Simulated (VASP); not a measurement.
# TiSi2 (P1) in VASP: a series of runs, part 2 of 2

VASP 6.6.1.

## (3) Single point, PBE

The input, INCAR:

```
PREC = Accurate
ENCUT = 520
EDIFF = 1E-6
ISMEAR = 1
SIGMA = 0.1
LREAL = False
LASPH = True
NELM = 100
ALGO = Normal
ISIF = 2
LWAVE = False
LCHARG = False
GGA = PE
NBANDS = 17
```

The input, KPOINTS:

```
Automatic mesh
0
Gamma
  7 1 1
```

The input, POSCAR:

```
TiSi2
1.0
   -1.4728720000      1.7121300000      4.2120830000
    1.4728720000     -1.7121300000      4.2120830000
    1.4728720000      1.7121300000     -4.2120830000
Ti Si
1 2
Direct
   -0.0028240000     -0.0624671207     -0.0228895118
    0.3988839967      0.3399143091      0.0576984533
    0.6496151210      0.6543313162      0.0088027606
```

Potentials or basis: VASP PAW PBE potentials, release 64 (Ti_sv, Si).

Run with:

```console
> cat potpaw_PBE.64/Ti_sv/POTCAR potpaw_PBE.64/Si/POTCAR > POTCAR
> mpirun -np 1 vasp_std > vasp.out
```

OUTCAR:

```text
PREC = Accurate
   ENCUT = 520
   EDIFF = 1E-6
   ISMEAR = 1
   LREAL = False
   LASPH = True
   NELM = 100
   ISIF = 2
   GGA = PE

 ion  position               nearest neighbor table
   1  0.997  0.938  0.977-   2 2.38   2 2.52   3 2.56   2 2.57   3 2.63   2 2.70   3 2.71   3 2.78
                             3 2.79
   2  0.399  0.340  0.058-   1 2.38   1 2.52   1 2.57   3 2.59   3 2.66   3 2.68   1 2.70   3 2.89
                             3 2.92
   3  0.650  0.654  0.009-   1 2.56   2 2.59   1 2.63   2 2.66   2 2.68   1 2.71   1 2.78   1 2.79
                             2 2.89   2 2.92

  LATTYP: Found a body centered orthorhombic cell.
 ALAT       =     2.9457440000
 B/A-ratio  =     1.1624431723
 C/A-ratio  =     2.8597753233

  Lattice vectors:

 A1 = (  -1.4728720000,   1.7121300000,   4.2120830000)
 A2 = (   1.4728720000,  -1.7121300000,   4.2120830000)
 A3 = (   1.4728720000,   1.7121300000,  -4.2120830000)

Analysis of symmetry for initial positions (statically):
[... 174 lines left out ...]

  energy without entropy =      -18.24180160  energy(sigma->0) =      -18.24549672

 E-fermi :  11.9249     XC(G=0): -11.6310

 val. band max:       11.8770544342   @ k =   0.2857   0.0000   0.0000
 cond. band min:      11.9487362851   @ k =   0.0000   0.0000   0.0000
 fundamental gap:      0.0716818509
 Fermi energy:        11.9248967979

 k-point     1 :       0.0000    0.0000    0.0000
  band No.  band energies     occupation
      1     -44.8246      2.00000
      2     -21.4853      2.00000
      3     -21.3645      2.00000
      4     -20.5228      2.00000
      5      -2.6010      2.00000
      6       4.7447      2.00000
[... 57 lines left out ...]
      4     -20.5145      2.00000
      5      -0.2401      2.00000
      6       1.9097      2.00000
[... 9 lines left out ...]
     16      17.2327      0.00000
     17      18.1478      0.00000

------------------------ aborting loop because EDIFF is reached ----------------------------------------

  FORCE on cell =-STRESS in cart. coord.  units (eV):
  Direction    XX          YY          ZZ          XY          YZ          ZX
  --------------------------------------------------------------------------------------
  -------------------------------------------------------------------------------------
  Total       -4.9543030      3.3861209     11.4971100      0.1394639     -0.9777002      0.3897304
  in kB     -186.8247864    127.6892644    433.5514193      5.2591285    -36.8686823     14.6965793
  external PRESSURE =     124.8052991 kB  Pullay stress =       0.0000000 kB

 VOLUME and BASIS-vectors are now :
 -----------------------------------------------------------------------------
  energy-cutoff  :      520.00
  volume of cell :       42.49
      direct lattice vectors                 reciprocal lattice vectors
    -1.472872000  1.712130000  4.212083000     0.000000000  0.292033899  0.118706113
     1.472872000 -1.712130000  4.212083000     0.339472812  0.000000000  0.118706113
     1.472872000  1.712130000 -4.212083000     0.339472812  0.292033899  0.000000000

 POSITION                                       TOTAL-FORCE (eV/Angst)
 -----------------------------------------------------------------------------------
      1.35131      1.77506      4.03348         2.352020      0.266412      0.077891
     -0.00187      0.19975      2.86885        -1.346645     -0.231459      0.371533
      0.01991      0.00700      5.45525        -1.005375     -0.034953     -0.449424
 -----------------------------------------------------------------------------------
    total drift:                               -0.000029      0.000003     -0.000106

  FREE ENERGIE OF THE ION-ELECTRON SYSTEM (eV)
  ---------------------------------------------------
  free  energy   TOTEN  =       -18.2473442778 eV

  energy  without entropy=      -18.2418015998  energy(sigma->0) =      -18.24549672
```

OSZICAR:

```text
N       E                     dE             d eps       ncg     rms          rms(c)
DAV:   1     0.126798618511E+03    0.12680E+03   -0.88534E+03   136   0.122E+03
DAV:   2    -0.882027345370E+01   -0.13562E+03   -0.13215E+03   136   0.303E+02
DAV:   3    -0.191084186882E+02   -0.10288E+02   -0.10199E+02   215   0.717E+01
DAV:   4    -0.194544453532E+02   -0.34603E+00   -0.34515E+00   184   0.124E+01
DAV:   5    -0.194658754310E+02   -0.11430E-01   -0.11429E-01   215   0.217E+00    0.125E+01
DAV:   6    -0.185163465267E+02    0.94953E+00   -0.44792E+00   189   0.194E+01    0.542E+00
DAV:   7    -0.183511269488E+02    0.16522E+00   -0.22473E+00   174   0.980E+00    0.407E+00
DAV:   8    -0.182538545078E+02    0.97272E-01   -0.53485E-01   182   0.671E+00    0.139E+00
DAV:   9    -0.182464857671E+02    0.73687E-02   -0.78000E-02   189   0.193E+00    0.488E-01
DAV:  10    -0.182473459592E+02   -0.86019E-03   -0.10266E-02   183   0.654E-01    0.329E-01
DAV:  11    -0.182474599417E+02   -0.11398E-03   -0.49756E-03   173   0.565E-01    0.107E-01
DAV:  12    -0.182473506441E+02    0.10930E-03   -0.70799E-04   184   0.173E-01    0.387E-02
DAV:  13    -0.182473499464E+02    0.69764E-06   -0.10203E-04   172   0.666E-02    0.188E-02
DAV:  14    -0.182473443942E+02    0.55522E-05   -0.11021E-05   174   0.271E-02    0.351E-03
DAV:  15    -0.182473442778E+02    0.11640E-06   -0.64707E-07    82   0.573E-03
   1 F= -.18247344E+02 E0= -.18245497E+02  d E =-.554268E-02
```

stdout:

```text
POSCAR found type information on POSCAR TiSi
 POSCAR found :  2 types and       3 ions
 scaLAPACK will be used
 LDA part: xc-table for (Slater+PW92), standard interpolation
 -----------------------------------------------------------------------------
|                                                                             |
|           W    W    AA    RRRRR   N    N  II  N    N   GGGG   !!!           |
|           W    W   A  A   R    R  NN   N  II  NN   N  G    G  !!!           |
|           W    W  A    A  R    R  N N  N  II  N N  N  G       !!!           |
|           W WW W  AAAAAA  RRRRR   N  N N  II  N  N N  G  GGG   !            |
|           WW  WW  A    A  R   R   N   NN  II  N   NN  G    G                |
|           W    W  A    A  R    R  N    N  II  N    N   GGGG   !!!           |
|                                                                             |
|     Your reciprocal lattice and k-lattice belong to different lattice       |
|     classes:                                                                |
|                                                                             |
|        The reciprocal lattice is face-centered orthorhombic,                |
|        whereas your k-lattice is base-centered monoclinic.                  |
|                                                                             |
|     Results are often still useful ...                                      |
|                                                                             |
 -----------------------------------------------------------------------------

 POSCAR, INCAR and KPOINTS ok, starting setup
 FFT: planning ... GRIDC
 FFT: planning ... GRID_SOFT
 FFT: planning ... GRID
 WAVECAR not read
 entering main loop
```

Wall time 9.4 s (1 thread of Intel Xeon 8259CL, shared host); peak memory 0.19 GiB.

What came out:

| Property | Result |
| --- | --- |
| Free energy | -18.2473 eV |
| Pressure | 12.5 GPa |
| Largest force | 2.368 eV/Å |
| Band gap on the k mesh | 0.07 eV, indirect (least direct gap 0.32 eV) |

Forces in eV/Å, atoms in the order of the input:
```
Ti   2.352  0.266  0.078
Si  -1.347 -0.231  0.372
Si  -1.005 -0.035 -0.449
```

Caveat: the k points lie up to 2.81 Å⁻¹ apart; forces of over 1 eV/Å act on the atoms, so gaps and moduli don't describe the material at rest. A k mesh can miss the band edges.
